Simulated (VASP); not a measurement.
A run of VASP 6.6.1 is set up as follows.

File INCAR:

```
SYSTEM = CdSe
PREC = Accurate
ENCUT = 520
EDIFF = 1E-8
ISMEAR = -1
SIGMA = 0.03
LREAL = .FALSE.
LASPH = .TRUE.
NELM = 60
ALGO = Normal
ISIF = 2
LWAVE = .FALSE.
LCHARG = .FALSE.
LEFG = .TRUE.
NBANDS = 16
```

Contents of KPOINTS:

```
Automatic mesh
0
G
  8 8 8
  0 0 0
```

Contents of POSCAR:

```
CdSe
1.0
    0.0921081360      3.1163252666      3.1163252666
    3.1163252666      0.0921081360      3.1163252666
    3.1163252666      3.1163252666      0.0921081360
Cd Se
1 1
Direct
    0.0000000000      0.0000000000      0.0000000000
    0.2500000000      0.2500000000      0.2500000000
```

Potentials or basis: VASP PAW LDA potentials, release 64 (Cd, Se).

The run is started by

```sh
$ cat potpaw_LDA.64/Cd/POTCAR potpaw_LDA.64/Se/POTCAR > POTCAR
$ mpirun -np 1 vasp_std > vasp.out
```

Problem. What does it give for the pressure?

Solution. -2.7 GPa.

Problem. Estimate the band gap on the k mesh.

Solution. 0.28 eV, direct.

Forces in eV/Å, atoms in the order of the input:
```
Cd   0.118  0.118  0.118
Se  -0.118 -0.118 -0.118
```

Caveat: the cell differs from its parent crystal (equal xy, yz and zx shear strains of +3 %); without QUAD_EFG the Cq values of the log hold for a quadrupole moment of 1 mb, not for the nuclei.
